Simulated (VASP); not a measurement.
# Ge in VASP: notebook, part 2 of 2

VASP 6.6.1. The steps go on from the part before.

### 5 Single point, PBEsol

INCAR

```
  PREC = Accurate
  ENCUT = 520
  EDIFF = 1E-6
  ISMEAR = 1
  SIGMA = 0.05
  LREAL = F
  LASPH = T
  NELM = 100
  ALGO = Normal
  ISIF = 2
  LWAVE = F
  LCHARG = F
  GGA = PS
  NBANDS = 21
```

KPOINTS

```
Automatic mesh
0
Gamma
  14 14 14
```

POSCAR

```
Ge
1.0
   -2.5744897200      2.5744897200      1.3974126400
    2.5744897200     -2.5744897200      1.3974126400
    2.5744897200      2.5744897200     -1.3974126400
Ge
2
Direct
    0.2589451030      0.7589451030      0.5000000000
    0.5000000000      0.5000000000      0.0000000000
```

Potentials or basis: VASP PAW PBE potentials, release 64 (Ge_d).

On the command line:

```
> cat potpaw_PBE.64/Ge_d/POTCAR > POTCAR
> mpirun -np 1 vasp_std > vasp.out
```

OUTCAR:

```text
PREC = Accurate
   ENCUT = 520
   EDIFF = 1E-6
   ISMEAR = 1
   LREAL = F
   LASPH = T
   NELM = 100
   ISIF = 2
   GGA = PS

 ion  position               nearest neighbor table
   1  0.259  0.759  0.500-   2 2.66   2 2.66   2 2.67   2 2.67
   2  0.500  0.500  0.000-   1 2.66   1 2.66   1 2.67   1 2.67

  LATTYP: Found a body centered tetragonal cell.
 ALAT       =     5.1489794400
 C/A-ratio  =     0.5427920839

  Lattice vectors:

 A1 = (  -2.5744897200,   2.5744897200,   1.3974126400)
 A2 = (   2.5744897200,  -2.5744897200,   1.3974126400)
 A3 = (   2.5744897200,   2.5744897200,  -1.3974126400)

Analysis of symmetry for initial positions (statically):
=====================================================================
 Subroutine PRICEL returns:
 Original cell was already a primitive cell.

 Routine SETGRP: Setting up the symmetry group for a
 body centered tetragonal supercell.

 Subroutine GETGRP returns: Found  8 space group operations
 (whereof  4 operations were pure point group operations)
 out of a pool of 16 trial point group operations.

The static configuration has the point symmetry C_2v.
 The point group associated with its full space group is D_2h.

Analysis of symmetry for dynamics (positions and initial velocities):
=====================================================================
 Subroutine PRICEL returns:
 Original cell was already a primitive cell.

 Routine SETGRP: Setting up the symmetry group for a
 body centered tetragonal supercell.

 Subroutine GETGRP returns: Found  8 space group operations
 (whereof  4 operations were pure point group operations)
 out of a pool of 16 trial point group operations.

The dynamic configuration has the point symmetry C_2v.
 The point group associated with its full space group is D_2h.
[... 111 lines left out ...]
   NUPDOWN=      -1.0000    fix difference up-down
   EMIN   =  10.00;   EMAX   =-10.00  energy-range for DOS
   EFERMI =   0.00;   METHOD = LEGACY
   ISMEAR =     1;   SIGMA  =   0.05  broadening in eV -4-tet -1-fermi 0-gaus
   EFERMI_NEDOS =   21; number of points for ismear=-14 and -15
   IALGO  =     38    algorithm
   IMIX   =      4    mixing-type and parameters
     AMIX     =   0.40;   BMIX     =  1.00
     AMIX_MAG =   1.60;   BMIX_MAG =  1.00
  volume/ion in A,a.u.               =      18.52       125.01
  Fermi-wavevector in a.u.,A,eV,Ry     =   1.491209  2.817976 30.255333  2.223704
  Thomas-Fermi vector in A             =   2.603893
   LORBIT       =      0    0 simple, 1 ext, 2 COOP (PROOUT), +10 PAW based schemes
   GGA     = PS    functional components
   LHFCALC =     F    Hartree Fock is set to
   AEXX    =    0.0000 exact exchange contribution
   IVDW    =     0    specifies the selected vdW correction
   LEPSILON=     F    determine dielectric tensor
   LRPA    =     F    only Hartree local field effects (RPA)
 non-spin polarized calculation
 Methfessel and Paxton  Order N= 1 SIGMA  =   0.05
  energy-cutoff  :      520.00
  volume of cell :       37.05
 maximum number of plane-waves:      1015
 NGX is ok and might be reduce to    30
   NGX = 15   NGY = 15   NGZ = 15

 number of electron      28.0000022 magnetization

 Free energy of the ion-electron system (eV)
  ---------------------------------------------------
  ext. energy  EPLUGINS =         0.00000000
  ---------------------------------------------------
  free energy    TOTEN  =        -9.52957632 eV

  energy without entropy =       -9.52952859  energy(sigma->0) =       -9.52956041

 E-fermi :   6.6364     XC(G=0): -11.4697

 val. band max:        6.6337285156   @ k =   0.3571  -0.0000   0.0000
 cond. band min:       6.6366266018   @ k =   0.3571  -0.0714  -0.2143
 fundamental gap:      0.0028980862
 Fermi energy:         6.6363639656

 k-point     1 :       0.0000    0.0000    0.0000
  band No.  band energies     occupation
      1     -18.0172      2.00000
      2     -17.9704      2.00000
      3     -17.9413      2.00000
      4     -17.9382      2.00000
      5     -17.8363      2.00000
      6     -17.8283      2.00000
[... 565 lines left out ...]
     20      16.4965      0.00000
     21      18.8750      0.00000

 [... further k-points ...]

------------------------ aborting loop because EDIFF is reached ----------------------------------------

  FORCE on cell =-STRESS in cart. coord.  units (eV):
  Direction    XX          YY          ZZ          XY          YZ          ZX
  --------------------------------------------------------------------------------------
  -------------------------------------------------------------------------------------
  Total       -0.2675107     -0.4317004      0.0909066      0.0000000      0.0000000      0.0000000
  in kB      -11.5687049    -18.6692157      3.9313259      0.0000000      0.0000000      0.0000000
  external PRESSURE =      -8.7688649 kB  Pullay stress =       0.0000000 kB

 VOLUME and BASIS-vectors are now :
 -----------------------------------------------------------------------------
  energy-cutoff  :      520.00
  volume of cell :       37.05
      direct lattice vectors                 reciprocal lattice vectors
    -2.574489720  2.574489720  1.397412640     0.000000000  0.194213244  0.357804120
     2.574489720 -2.574489720  1.397412640     0.194213244  0.000000000  0.357804120
     2.574489720  2.574489720 -1.397412640     0.194213244  0.194213244  0.000000000

 POSITION                                       TOTAL-FORCE (eV/Angst)
 -----------------------------------------------------------------------------------
      2.57449      0.00000      0.72371        -0.000000      0.000000     -0.013093
      0.00000      0.00000      1.39741         0.000000     -0.000000      0.013093
 -----------------------------------------------------------------------------------
    total drift:                               -0.000000     -0.000000     -0.000006

  FREE ENERGIE OF THE ION-ELECTRON SYSTEM (eV)
  ---------------------------------------------------
  free  energy   TOTEN  =        -9.5295763210 eV

  energy  without entropy=       -9.5295285923  energy(sigma->0) =       -9.52956041
```

OSZICAR:

```text
N       E                     dE             d eps       ncg     rms          rms(c)
DAV:   1     0.173974456970E+03    0.17397E+03   -0.14131E+04 20435   0.382E+03
DAV:   2     0.142131471008E+02   -0.15976E+03   -0.15488E+03 18046   0.590E+02
DAV:   3    -0.893235753448E+01   -0.23146E+02   -0.22949E+02 20595   0.132E+02
DAV:   4    -0.956535025877E+01   -0.63299E+00   -0.63259E+00 20012   0.256E+01
DAV:   5    -0.957468973103E+01   -0.93395E-02   -0.93392E-02 20321   0.340E+00    0.217E+00
DAV:   6    -0.954234016113E+01    0.32350E-01   -0.32968E-02 24540   0.322E+00    0.118E+00
DAV:   7    -0.953010724405E+01    0.12233E-01   -0.17560E-02 24510   0.205E+00    0.138E-01
DAV:   8    -0.952957196305E+01    0.53528E-03   -0.23493E-03 21698   0.895E-01    0.453E-02
DAV:   9    -0.952957607067E+01   -0.41076E-05   -0.54094E-05 22145   0.944E-02    0.105E-02
DAV:  10    -0.952957632102E+01   -0.25035E-06   -0.28645E-06 17710   0.224E-02
   1 F= -.95295763E+01 E0= -.95295604E+01  d E =-.477287E-04
```

Wall time 2.3 min (1 thread of AMD EPYC 9R45 (Zen 5), shared host); peak memory 0.34 GiB.

Results:

| Item | Value |
| --- | --- |
| Free energy | -9.5296 eV |
| Pressure | -0.9 GPa |
| Largest force | 0.013 eV/Å |
| Band gap on the k mesh | zero (bands 14 and 15 overlap by 4.97 eV) |

Forces on the atoms (eV/Å):
```
Ge   0.000  0.000 -0.013
Ge   0.000  0.000  0.013
```

Stress tensor (GPa, compression positive):
```
-1.16  0.00  0.00
 0.00 -1.87  0.00
 0.00  0.00  0.39
```

Caveat: the PAW data sets were made with another functional, which shifts forces and pressure a little.

### 6 The runs side by side

| cell | gap on the mesh (eV) | pressure (GPa) | largest force (eV/Å) |
| --- | --- | --- | --- |
| as given, atomic positions A | none | -0.9 | - |
| as given, atomic positions B | none | -0.9 | 0.03 |
| as given, atomic positions C | none | -0.9 | 0.01 |
| as given, atomic positions D | none | -0.9 | 0.01 |

Alike in all rows: task single point; level PBEsol; potentials or basis VASP PAW PBE potentials, release 64 (Ge_d); no spin polarisation; k mesh 14 × 14 × 14; cutoff (eV) 520; smearing methfessel-paxton 0.05 eV.

Caveats: the PAW data sets were made with another functional, which shifts forces and pressure a little.

Absolute energies hang on the potentials; compare differences alone.
